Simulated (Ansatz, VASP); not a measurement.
One calculation of C, two programs

```
C
1.0
     2.45623    0.00000    0.00000
    -1.22811    2.12716    0.00000
     0.00000    0.00000   24.13396
C
4
Direct
  0.66667 0.33333 0.57048
  0.33333 0.66667 0.42952
  0.00000 0.00000 0.42953
  0.00000 0.00000 0.57047
```

Alike in both runs: task single point; functional PBE; k mesh 12 × 12 × 2; occupations fermi-dirac, width 0.05 eV; no spin polarisation.

```csv
,VASP,Ansatz
version,VASP 6.6.1,Ansatz 0.2.0
potentials or method,"VASP PAW PBE potentials, release 64 (C), cutoff 520 eV","all-electron LAPW, scalar-relativistic"
```

|  | VASP | Ansatz | Ansatz less VASP |
| --- | --- | --- | --- |
| gap on the k mesh at the Fermi level (eV) | none | none | - |
| rms of the force components (eV/Å) | 0.027 | 0.027 | -0.0001 |

Atom by atom the forces differ by 0.000 eV/Å (rms over components). A gap of «none» marks a metal or a gap that the smearing closes. Ansatz ran all-electron here, and VASP with PAW potentials.
